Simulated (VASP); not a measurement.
# Si (Imma) in VASP: notebook, part 2 of 2

VASP 6.6.1.

### Step 3. Relaxation of shape and atoms at fixed volume, LDA

INCAR

```
SYSTEM = Si
  PREC = Accurate
  ENCUT = 600
  EDIFF = 1E-6
  ISMEAR = -1
  SIGMA = 0.05
  LREAL = .FALSE.
  LASPH = .TRUE.
  NELM = 60
  ALGO = Normal
  ISIF = 4
  LWAVE = .FALSE.
  LCHARG = .FALSE.
  IBRION = 2
  NSW = 80
  EDIFFG = -0.01
```

KPOINTS

```
regular mesh
0
G
  12 12 12
  0 0 0
```

POSCAR

```
Si
1.0
    3.5074800000      0.0000000000      0.0000000000
   -2.5805327124      2.3755561181      0.0000000000
   -0.3087211125     -1.2481625456      3.2633108165
Si
2
Direct
    0.8070000000      0.0570000000      0.7500000000
    0.1930000000      0.9430000000      0.2500000000
```

Potentials or basis: VASP PAW LDA potentials, release 64 (Si).

Run with:

```sh
$ cat potpaw_LDA.64/Si/POTCAR > POTCAR
$ mpirun -np 1 vasp_std > vasp.out
```

OUTCAR:

```text
SYSTEM = Si
   PREC = Accurate
   ENCUT = 600
   EDIFF = 1E-6
   ISMEAR = -1
   LREAL = .FALSE.
   LASPH = .TRUE.
   NELM = 60
   ISIF = 4
   IBRION = 2
   NSW = 80
   EDIFFG = -0.01

 ion  position               nearest neighbor table
   1  0.807  0.057  0.750-   2 2.39   2 2.39   2 2.46   2 2.46   2 2.74   2 2.74
   2  0.193  0.943  0.250-   1 2.39   1 2.39   1 2.46   1 2.46   1 2.74   1 2.74

  LATTYP: Found a body centered orthorhombic cell.
 ALAT       =     2.5499996361
 B/A-ratio  =     1.7654903355
 C/A-ratio  =     1.8576471851

  Lattice vectors:

 A1 = (  -2.5805327124,   2.3755561181,   0.0000000000)
 A2 = (  -0.6182261751,  -1.1273935725,  -3.2633108165)
 A3 = (  -0.3087211125,  -1.2481625456,   3.2633108165)

Analysis of symmetry for initial positions (statically):
=====================================================================
 Subroutine PRICEL returns:
 Original cell was already a primitive cell.

 Routine SETGRP: Setting up the symmetry group for a
 body centered orthorhombic supercell.

 Subroutine GETGRP returns: Found  8 space group operations
 (whereof  4 operations were pure point group operations)
 out of a pool of  8 trial point group operations.

The static configuration has the point symmetry C_2h.
 The point group associated with its full space group is D_2h.

Analysis of symmetry for dynamics (positions and initial velocities):
=====================================================================
 Subroutine PRICEL returns:
 Original cell was already a primitive cell.

 Routine SETGRP: Setting up the symmetry group for a
 body centered orthorhombic supercell.

 Subroutine GETGRP returns: Found  8 space group operations
 (whereof  4 operations were pure point group operations)
 out of a pool of  8 trial point group operations.

The dynamic configuration has the point symmetry C_2h.
[... 131 lines left out ...]
 conjugate gradient relaxation of ions
 non-spin polarized calculation
  energy-cutoff  :      600.00
  volume of cell :       27.19
 maximum number of plane-waves:       923
   NGX = 13   NGY = 13   NGZ = 13

--------------------------------------- Ionic step        1  -------------------------------------------

 number of electron       8.0000000 magnetization

 Free energy of the ion-electron system (eV)
  ---------------------------------------------------
  ext. energy  EPLUGINS =         0.00000000
  ---------------------------------------------------
  free energy    TOTEN  =       -11.42504551 eV

  energy without entropy =      -11.42003817  energy(sigma->0) =      -11.42254184

------------------------ aborting loop because EDIFF is reached ----------------------------------------

  FORCE on cell =-STRESS in cart. coord.  units (eV):
  Direction    XX          YY          ZZ          XY          YZ          ZX
  --------------------------------------------------------------------------------------
  -------------------------------------------------------------------------------------
  Total        2.0469419      1.4588755      2.1304364     -0.2706776     -0.0789962      0.2024498
  in kB      120.6138428     85.9626646    125.5336659    -15.9493833     -4.6547644     11.9291368
  external PRESSURE =     110.7033911 kB  Pullay stress =       0.0000000 kB
[... 167 lines left out ...]
--------------------------------------- Ionic step        6  -------------------------------------------

 number of electron       8.0000000 magnetization

 Free energy of the ion-electron system (eV)
  ---------------------------------------------------
  ext. energy  EPLUGINS =         0.00000000
  ---------------------------------------------------
  free energy    TOTEN  =       -11.43027853 eV

  energy without entropy =      -11.42590439  energy(sigma->0) =      -11.42809146

 E-fermi :  10.6852     XC(G=0): -11.4531

 val. band max:       10.6733999028   @ k =   0.5000   0.5000  -0.0000
 cond. band min:      10.7027831249   @ k =   0.0833   0.3333   0.0833
 fundamental gap:      0.0293832222
 Fermi energy:        10.6852039102

 k-point     1 :       0.0000    0.0000    0.0000
  band No.  band energies     occupation
      1      -4.0978      2.00000
      2       7.5525      2.00000
      3       8.1552      2.00000
      4       8.7150      2.00000
      5      11.7374      0.00000
      6      18.3690      0.00000
      7      19.3660      0.00000
      8      20.7928      0.00000
[... 243 lines left out ...]
 k-point    24 :       0.3333    0.1667    0.0000
  band No.  band energies     occupation
      1       2.3387      2.00000
      2       4.3317      2.00000
      3       6.7990      2.00000
      4       8.4925      2.00000
      5      11.1156      0.00037
      6      12.1667      0.00000
      7      14.2002      0.00000
      8      17.3166      0.00000

 [... further k-points ...]

------------------------ aborting loop because EDIFF is reached ----------------------------------------

  FORCE on cell =-STRESS in cart. coord.  units (eV):
  Direction    XX          YY          ZZ          XY          YZ          ZX
  --------------------------------------------------------------------------------------
  -------------------------------------------------------------------------------------
  Total        1.8381855      1.8514767      1.8366359      0.0061177      0.0029901     -0.0076624
  in kB      108.3131008    109.0962685    108.2217911      0.3604796      0.1761863     -0.4514973
  external PRESSURE =     108.5437201 kB  Pullay stress =       0.0000000 kB
[... 17 lines left out ...]
  FREE ENERGIE OF THE ION-ELECTRON SYSTEM (eV)
  ---------------------------------------------------
  free  energy   TOTEN  =       -11.4302785299 eV

  energy  without entropy=      -11.4259043907  energy(sigma->0) =      -11.42809146

 reached required accuracy - stopping structural energy minimisation
```

CONTCAR:

```text
Si
   1.00000000000000
     3.5193420864155289   -0.0192969323684056    0.0079291019204800
    -2.6023294005903050    2.3693929129768261   -0.0079290864802840
    -0.2955211068440323   -1.2386448783931721    3.2809495767516696
  Si
     2
Direct
     0.8073651598843178    0.0573651598842970    0.7500000000003844
     0.1926348401156822    0.9426348401157031    0.2499999999996156

  0.00000000E+00  0.00000000E+00  0.00000000E+00
  0.00000000E+00  0.00000000E+00  0.00000000E+00
```

Run time: 2.1 min. Hardware: 1 thread of Intel Xeon Platinum 8488C (Sapphire Rapids), shared host; peak memory 0.18 GiB.

What came out:

```yaml
Free_energy: -11.4303 eV
Energy_gained_by_relaxing: 2.6 meV/atom
Ionic_steps: 6
Pressure_after_relaxing: 10.9 GPa
Largest_force_after_relaxing: 0.006 eV/Å
Band_gap_on_the_k_mesh: zero (band 4 reaches 13.15 eV, above the bottom of band 5 at 5.84 eV)
```

Forces in eV/Å, atoms in the order of the input:
```
Si   0.002  0.005  0.000
Si  -0.002 -0.005  0.000
```

The path:
| step | energy change (eV) | largest force (eV/Å) | pressure (GPa) | volume (Å³) |
| --- | --- | --- | --- | --- |
| 1 | 0.0000 | 0.0273 | 11.07 | 27.19 |
| 2 | -0.0044 | 0.0130 | 10.77 | 27.19 |
| 3 | -0.0050 | 0.0032 | 10.83 | 27.19 |
| 4 | -0.0050 | 0.0026 | 10.84 | 27.19 |
| 5 | -0.0052 | 0.0092 | 10.86 | 27.19 |
| 6 | -0.0052 | 0.0058 | 10.85 | 27.19 |

Final structure:
```
CELL_PARAMETERS angstrom
3.51934 -0.01930 0.00793
-2.60233 2.36939 -0.00793
-0.29552 -1.23864 3.28095
ATOMIC_POSITIONS crystal
Si 0.80736 0.05736 0.75000
Si 0.19263 0.94264 0.25000
```
